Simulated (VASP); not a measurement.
# Al in VASP: single point with PBEsol

Aim: the single point of Al with PBEsol.

Program: VASP 6.6.1. These are calculated values, not measurements. Logs are shortened: lines on timing, memory, paths and dates and some standing lists are left out, and cuts for length are marked.

### Step 1. The cell of the first run

The cell holds a slab with vacuum, 4 atoms: a = 2.926 Å, b = 2.926 Å, c = 30.154 Å, α = 90.00°, β = 90.00°, γ = 120.00°.

### Step 2. Single point, PBEsol

File INCAR:

```
SYSTEM = Al
PREC     = Accurate       ! precision mode
ENCUT    = 400            ! plane-wave cutoff, eV
EDIFF    = 1E-6           ! SCF threshold, eV
ISMEAR   = 1              ! smearing method
SIGMA    = 0.1            ! smearing width, eV
LREAL    = .FALSE.        ! projectors in reciprocal space
LASPH    = .TRUE.         ! aspherical terms in the spheres
NELM     = 120            ! most SCF steps
ALGO     = Normal         ! electronic algorithm
ISIF     = 2              ! what is computed and relaxed
LWAVE    = .FALSE.        ! write WAVECAR
LCHARG   = .TRUE.         ! write CHGCAR
LDIPOL   = .TRUE.       
IDIPOL   = 3            
DIPOL    = 0.5 0.5 0.690
GGA      = PS             ! functional
LELF     = .TRUE.         ! ELF
LVHAR    = .TRUE.       
LVACPOTAV= .TRUE.       
NBANDS   = 14             ! bands
GGA_COMPAT= .FALSE.      
NELMDL   = -8
```

File KPOINTS:

```
Automatic mesh
0
G
  21 21 1
  0 0 0
```

File POSCAR:

```
Al
1.0
    2.9261087189      0.0000000000      0.0000000000
   -1.4630543595      2.5340844848      0.0000000000
    0.0000000000      0.0000000000     30.1540166098
Al
4
Direct
    0.0000000000      0.0000000000      0.5745127353
    0.6666666667      0.3333333333      0.6515922844
    0.3333333333      0.6666666667      0.7284993400
    0.0000000000      0.0000000000      0.8053588264
```

Potentials or basis: VASP PAW PBE potentials, release 64 (Al).

Command:

```console
$ cat potpaw_PBE.64/Al/POTCAR > POTCAR
$ mpirun -np 1 vasp_std > vasp.out
```

OUTCAR:

```text
SYSTEM = Al
   PREC = Accurate
   ENCUT = 400
   EDIFF = 1E-6
   ISMEAR = 1
   LREAL = .FALSE.
   LASPH = .TRUE.
   NELM = 120
   ISIF = 2
   GGA = PS
   NELMDL = -8

 ion  position               nearest neighbor table
   1  0.000  0.000  0.575-   2 2.87   2 2.87   2 2.87
   2  0.667  0.333  0.652-   3 2.87   3 2.87   3 2.87   1 2.87   1 2.87   1 2.87
   3  0.333  0.667  0.728-   4 2.87   4 2.87   4 2.87   2 2.87   2 2.87   2 2.87
   4  0.000  0.000  0.805-   3 2.87   3 2.87   3 2.87

  LATTYP: Found a hexagonal cell.
 ALAT       =     2.9261087189
 C/A-ratio  =    10.3051593453

  Lattice vectors:

 A1 = (   2.9261087189,   0.0000000000,   0.0000000000)
 A2 = (  -1.4630543595,   2.5340844848,   0.0000000000)
 A3 = (   0.0000000000,   0.0000000000,  30.1540166098)

Analysis of symmetry for initial positions (statically):
=====================================================================
 Subroutine PRICEL returns:
 Original cell was already a primitive cell.

 Routine SETGRP: Setting up the symmetry group for a
 hexagonal supercell.

 Subroutine GETGRP returns: Found  6 space group operations
 (whereof  6 operations were pure point group operations)
 out of a pool of 24 trial point group operations.

The static configuration has the point symmetry C_3v.

Analysis of symmetry for dynamics (positions and initial velocities):
=====================================================================
 Subroutine PRICEL returns:
 Original cell was already a primitive cell.

 Routine SETGRP: Setting up the symmetry group for a
 hexagonal supercell.

 Subroutine GETGRP returns: Found  6 space group operations
 (whereof  6 operations were pure point group operations)
 out of a pool of 24 trial point group operations.

The dynamic configuration has the point symmetry C_3v.

 Subroutine INISYM returns: Found  6 space group operations
 (whereof  6 operations are pure point group operations),
 and found     1 'primitive' translations

----------------------------------------------------------------------------------------

                                     Primitive cell

  volume of cell :     223.5922

  direct lattice vectors                    reciprocal lattice vectors
     2.926108719  0.000000000  0.000000000     0.341750802  0.197309917  0.000000000
    -1.463054360  2.534084485  0.000000000     0.000000000  0.394619834  0.000000000
     0.000000000  0.000000000 30.154016610     0.000000000  0.000000000  0.033163078

  length of vectors
     2.926108719  2.926108719 30.154016610     0.394619835  0.394619834  0.033163078

  position of ions in fractional coordinates (direct lattice)
     0.000000000  0.000000000  0.574512735
     0.666666667  0.333333333  0.651592284
     0.333333333  0.666666667  0.728499340
     0.000000000  0.000000000  0.805358826

  ion indices of the primitive-cell ions
   primitive index   ion index
                 1           1
                 2           2
                 3           3
                 4           4

----------------------------------------------------------------------------------------

 KPOINTS: Automatic mesh

Automatic generation of k-mesh.
 Grid dimensions read from file:
 generate k-points for:   21   21    1

 Generating k-lattice:

  Cartesian coordinates                     Fractional coordinates (reciprocal lattice)
     0.016273848  0.009395710  0.000000000     0.047619048  0.000000000  0.000000000
     0.000000000  0.018791421  0.000000000     0.000000000  0.047619048  0.000000000
     0.000000000  0.000000000  0.033163078     0.000000000  0.000000000  1.000000000

  Length of vectors
     0.018791421  0.018791421  0.033163078

  Shift w.r.t. Gamma in fractional coordinates (k-lattice)
     0.000000000  0.000000000  0.000000000

 Subroutine IBZKPT returns following result:
 ===========================================

 Found     48 irreducible k-points:

 Following reciprocal coordinates:
            Coordinates               Weight
  0.000000  0.000000  0.000000      1.000000
  0.047619  0.000000  0.000000      6.000000
  0.095238  0.000000  0.000000      6.000000
  0.142857 -0.000000  0.000000      6.000000
  0.190476  0.000000  0.000000      6.000000
  0.238095  0.000000  0.000000      6.000000
[... 16 lines left out ...]
  0.142857  0.095238  0.000000     12.000000
  0.190476  0.095238  0.000000     12.000000
 [... further k-points ...]
   k-points           NKPTS =     48   k-points in BZ     NKDIM =     48   number of bands    NBANDS=     14
   number of dos      NEDOS =    301   number of ions     NIONS =      4
   total plane-waves  NPLWV =  80000
   dimension x,y,z NGX =    20 NGY =   20 NGZ =  200
   dimension x,y,z NGXF=    40 NGYF=   40 NGZF=  400
   ions per type =               4
   NGX,Y,Z   is equivalent  to a cutoff of  11.36, 11.36, 11.03 a.u.
   NGXF,Y,Z  is equivalent  to a cutoff of  22.73, 22.73, 22.05 a.u.
 SYSTEM =  Al
   PREC   = accura    normal or accurate (medium, high low for compatibility)
   ISTART =      0    job   : 0-new  1-cont  2-samecut
   ICHARG =      2    charge: 1-file 2-atom 10-const
   ISPIN  =      1    spin polarized calculation?
   LNONCOLLINEAR =      F non collinear calculations
   LSORBIT =      F    spin-orbit coupling
   LASPH  =      T    aspherical Exc in radial PAW
   ENCUT  =  400.0 eV  29.40 Ry    5.42 a.u.   4.77  4.77 49.17*2*pi/ulx,y,z
   NELM   =    120;   NELMIN=  2; NELMDL= -8     # of ELM steps
   EDIFF  = 0.1E-05   stopping-criterion for ELM
   LREAL  =      F    real-space projection
   EDIFFG = 0.1E-04   stopping-criterion for IOM
   NSW    =      0    number of steps for IOM
   IBRION =     -1    ionic relax: 0-MD 1-quasi-New 2-CG
   NFREE  =      0    steps in history (QN), initial steepest desc. (CG)
   ISIF   =      2    stress and relaxation
   ISYM   =      2    0-nonsym 1-usesym 2-fastsym
   POTIM  = 0.5000    time-step for ionic-motion
   TEBEG  =    0.0;   TEEND  =   0.0 temperature during run
   PSTRESS=    0.0 pullay stress
   NELECT =      12.0000    total number of electrons
   NUPDOWN=      -1.0000    fix difference up-down
   EMIN   =  10.00;   EMAX   =-10.00  energy-range for DOS
   EFERMI =   0.00;   METHOD = LEGACY
   ISMEAR =     1;   SIGMA  =   0.10  broadening in eV -4-tet -1-fermi 0-gaus
   EFERMI_NEDOS =   21; number of points for ismear=-14 and -15
   IALGO  =     38    algorithm
   IMIX   =      4    mixing-type and parameters
     AMIX     =   0.40;   BMIX     =  1.00
     AMIX_MAG =   1.60;   BMIX_MAG =  1.00
  volume/ion in A,a.u.               =      55.90       377.22
  Fermi-wavevector in a.u.,A,eV,Ry     =   0.617518  1.166940  5.188290  0.381329
  Thomas-Fermi vector in A             =   1.675632
   LORBIT       =      0    0 simple, 1 ext, 2 COOP (PROOUT), +10 PAW based schemes
   GGA     = PS    functional components
   LHFCALC =     F    Hartree Fock is set to
   AEXX    =    0.0000 exact exchange contribution
   IVDW    =     0    specifies the selected vdW correction
   LEPSILON=     F    determine dielectric tensor
   LRPA    =     F    only Hartree local field effects (RPA)
 non-spin polarized calculation
 Methfessel and Paxton  Order N= 1 SIGMA  =   0.10
  energy-cutoff  :      400.00
  volume of cell :      223.59
 maximum number of plane-waves:      4088
 NGX is ok and might be reduce to    20
   NGX =  9   NGY =  9   NGZ = 99

 dipolmoment           0.000000      0.000000     -0.000007 electrons x Angstroem

 number of electron      12.0000000 magnetization

 dipolmoment           0.000000      0.000000      0.000095 electrons x Angstroem

 Free energy of the ion-electron system (eV)
  ---------------------------------------------------
  ext. energy  EPLUGINS =         0.00000000
  ---------------------------------------------------
  free energy    TOTEN  =       -15.37633597 eV

  energy without entropy =      -15.37646074  energy(sigma->0) =      -15.37637756

 E-fermi :  -0.4262     XC(G=0):  -3.7320

 val. band max:       -0.4457180494   @ k =   0.2857   0.2857   0.0000
 cond. band min:      -0.4041359461   @ k =   0.3810   0.2381   0.0000
 fundamental gap:      0.0415821033
 Fermi energy:        -0.4261514233

 k-point     1 :       0.0000    0.0000    0.0000
  band No.  band energies     occupation
      1     -10.9639      2.00000
      2      -9.9102      2.00000
      3      -8.2498      2.00000
      4      -5.9989      2.00000
      5      -3.5821      2.00000
      6      -0.6880      2.00134
      7       1.8542      0.00000
      8       3.2257      0.00000
      9       3.5673      0.00000
     10       4.1291      0.00000
     11       4.2289      0.00000
     12       5.4653      0.00000
     13       5.4888      0.00000
     14       7.2095      0.00000

 k-point     2 :       0.0476    0.0000    0.0000
  band No.  band energies     occupation
      1     -10.9117      2.00000
      2      -9.8584      2.00000
      3      -8.1984      2.00000
      4      -5.9474      2.00000
      5      -3.5332      2.00000
      6      -0.6391      2.01029
      7       1.9030      0.00000
      8       3.2771      0.00000
      9       3.6199      0.00000
     10       4.1804      0.00000
     11       4.2807      0.00000
     12       5.5158      0.00000
     13       5.5377      0.00000
     14       7.2513      0.00000

 k-point     3 :       0.0952    0.0000    0.0000
  band No.  band energies     occupation
      1     -10.7554      2.00000
      2      -9.7029      2.00000
      3      -8.0440      2.00000
      4      -5.7932      2.00000
      5      -3.3863      2.00000
      6      -0.4929      1.89634
      7       2.0478      0.00000
      8       3.4305      0.00000
      9       3.7774      0.00000
     10       4.3331      0.00000
     11       4.4349      0.00000
     12       5.6608      0.00000
     13       5.6800      0.00000
     14       6.8973      0.00000

 k-point     4 :       0.1429   -0.0000    0.0000
  band No.  band energies     occupation
      1     -10.4952      2.00000
      2      -9.4441      2.00000
      3      -7.7872      2.00000
      4      -5.5368      2.00000
      5      -3.1419      2.00000
      6      -0.2514     -0.03309
      7       2.2814      0.00000
      8       3.6796      0.00000
      9       4.0372      0.00000
     10       4.5675      0.00000
     11       4.6794      0.00000
     12       5.2441      0.00000
     13       5.8764      0.00000
     14       5.9304      0.00000

 k-point     5 :       0.1905    0.0000    0.0000
  band No.  band energies     occupation
      1     -10.1317      2.00000
      2      -9.0826      2.00000
      3      -7.4285      2.00000
      4      -5.1792      2.00000
      5      -2.8005      2.00000
      6       0.0793     -0.00000
      7       2.5476      0.00000
      8       3.5723      0.00000
      9       4.0936      0.00000
     10       4.4116      0.00000
     11       4.4715      0.00000
[... 276 lines left out ...]
 k-point    22 :       0.0952    0.0952    0.0000
  band No.  band energies     occupation
      1     -10.3393      2.00000
      2      -9.2890      2.00000
      3      -7.6333      2.00000
      4      -5.3834      2.00000
      5      -2.9954      2.00000
      6      -0.1077     -0.00006
      7       2.4177      0.00000
      8       3.8258      0.00000
      9       4.1917      0.00000
     10       4.7069      0.00000
     11       4.8122      0.00000
     12       5.3674      0.00000
     13       5.3695      0.00000
     14       5.9950      0.00000

 k-point    23 :       0.1429    0.0952    0.0000
  band No.  band energies     occupation
      1      -9.9762      2.00000
      2      -8.9279      2.00000
      3      -7.2750      2.00000
      4      -5.0264      2.00000
      5      -2.6543      2.00000
      6       0.2202     -0.00000
      7       2.6721      0.00000
      8       3.7041      0.00000
      9       4.2047      0.00000
     10       4.5456      0.00000
     11       4.5932      0.00000
     12       4.7193      0.00000
     13       5.1650      0.00000
     14       5.2509      0.00000

 k-point    24 :       0.1905    0.0952    0.0000
  band No.  band energies     occupation
      1      -9.5107      2.00000
      2      -8.4650      2.00000
      3      -6.8160      2.00000
      4      -4.5702      2.00000
      5      -2.2183      2.00000
      6       0.6033     -0.00000
      7       2.0316      0.00000
      8       3.0451      0.00000
      9       3.2515      0.00000
     10       4.1200      0.00000
     11       4.5288      0.00000
     12       4.7298      0.00000
     13       5.0584      0.00000
     14       5.0873      0.00000

 [... further k-points ...]
[... 5 lines left out ...]
  --------------------------------------------------------------------------------------
  -------------------------------------------------------------------------------------
  Total       -3.0737179     -3.0737179     -0.9420128      0.0000000     -0.0000000     -0.0000000
  in kB      -22.0250990    -22.0250990     -6.7501069      0.0000000     -0.0000000     -0.0000000
  external PRESSURE =     -16.9334349 kB  Pullay stress =       0.0000000 kB

 VOLUME and BASIS-vectors are now :
 -----------------------------------------------------------------------------
  energy-cutoff  :      400.00
  volume of cell :      223.59
      direct lattice vectors                 reciprocal lattice vectors
     2.926108719  0.000000000  0.000000000     0.341750802  0.197309917  0.000000000
    -1.463054360  2.534084485  0.000000000     0.000000000  0.394619834  0.000000000
     0.000000000  0.000000000 30.154016610     0.000000000  0.000000000  0.033163078

 POSITION                                       TOTAL-FORCE (eV/Angst)
 -----------------------------------------------------------------------------------
      0.00000      0.00000     17.32387        -0.000000     -0.000000      0.119995
      1.46305      0.84469     19.64812         0.000000      0.000000      0.059405
     -0.00000      1.68939     21.96718         0.000000     -0.000000     -0.076949
      0.00000      0.00000     24.28480        -0.000000      0.000000     -0.102450
 -----------------------------------------------------------------------------------
    total drift:                                0.000000     -0.000000      0.000002

  FREE ENERGIE OF THE ION-ELECTRON SYSTEM (eV)
  ---------------------------------------------------
  free  energy   TOTEN  =       -15.3763359673 eV

  energy  without entropy=      -15.3764607389  energy(sigma->0) =      -15.37637756

 vacuum level on the upper side and lower side of the slab         3.616         3.614
```

Run time: 2.4 min. Hardware: 1 thread of Intel Xeon Platinum 8488C (Sapphire Rapids), shared host; peak memory 0.28 GiB.

What came out:

```yaml
Free_energy: -15.3763 eV
Largest_force: 0.120 eV/Å
Band_gap_on_the_k_mesh: zero (band 6 reaches 0.88 eV, above the bottom of band 7 at -1.35 eV)
```

Forces in eV/Å, atoms in the order of the input:
```
Al   0.000  0.000  0.120
Al   0.000  0.000  0.059
Al   0.000  0.000 -0.077
Al   0.000  0.000 -0.102
```

Caveat: the PAW data sets were made with another functional, which shifts forces and pressure a little.
